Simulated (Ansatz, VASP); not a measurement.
## One calculation of PbS, two programs

INCAR

```
PREC     = Accurate       # precision mode
ENCUT    = 600            # plane-wave cutoff, eV
EDIFF    = 1E-6           # SCF threshold, eV
ISMEAR   = 0              # smearing method
SIGMA    = 0.1            # smearing width, eV
LREAL    = F              # projectors in reciprocal space
LASPH    = T              # aspherical terms in the spheres
NELM     = 100            # most SCF steps
ALGO     = Normal         # electronic algorithm
ISIF     = 3              # what is computed and relaxed
LWAVE    = F              # write WAVECAR
LCHARG   = F              # write CHGCAR
GGA      = PE             # functional
IVDW     = 12             # dispersion correction
IBRION   = 2              # ionic algorithm
NSW      = 100            # ionic steps
EDIFFG   = -0.005         # ionic threshold
```

The input KPOINTS:

```
Automatic mesh
0
Gamma
  12 12 12
```

The input POSCAR:

```
PbS
1.0
    3.6536590000      0.0000000000      0.0000000000
    0.0000000000      3.6536590000      0.0000000000
    0.0000000000      0.0000000000      3.6536590000
Pb S
1 1
Direct
    0.0000000000      0.0000000000      0.0000000000
    0.5000000000      0.5000000000      0.5000000000
```

Input for Ansatz:

```yaml
crystal:
  lattice:
    - [3.653659, 0.0, 0.0]
    - [0.0, 3.653659, 0.0]
    - [0.0, 0.0, 3.653659]
  atoms:
    - { symbol: Pb, position: [0.0, 0.0, 0.0] }
    - { symbol: S, position: [0.5, 0.5, 0.5] }
basis:
  ecutwfc: 420
kpoints:
  mp_grid: { grid: [12, 12, 12] }
hamiltonian:
  xc: pbe
  dispersion: d3bj
scf:
  occupations: { method: gaussian, width: 0.1 }
output:
  forces: true
  stress: true
  eigenvalues: true
relax:
  adjacent_minimum: "off"
  f_tol: 0.005
  max_steps: 80
  cell: { stress_tol: 0.05 }
```

Alike in both runs: task relaxation of cell and atoms; functional PBE; dispersion D3(BJ); k mesh 12 × 12 × 12; occupations gaussian, width 0.1 eV; no spin polarisation.

|  | VASP | Ansatz |
| --- | --- | --- |
| version | VASP 6.6.1 | Ansatz 0.2.0 |
| potentials or method | VASP PAW PBE potentials, release 64 (Pb_d, S), cutoff 600 eV | scalar-relativistic, plane waves, PAW |
| valence electrons in the cell | 20 | 20 |

```tsv
	VASP	Ansatz	Ansatz less VASP
gap on the k mesh at the Fermi level, each at its own relaxed structure (eV)	none	none	-
relaxed volume (Å³/atom)	23.36	23.36	+0.004
relaxed length of the cell vector where the two differ most in proportion (Å)	3.602	3.602	+0.0002
```

A gap of «none» marks a metal or a gap that the smearing closes. Ansatz's warnings: relaxed geometry near dispersion switch.

Spin-orbit coupling is off throughout.
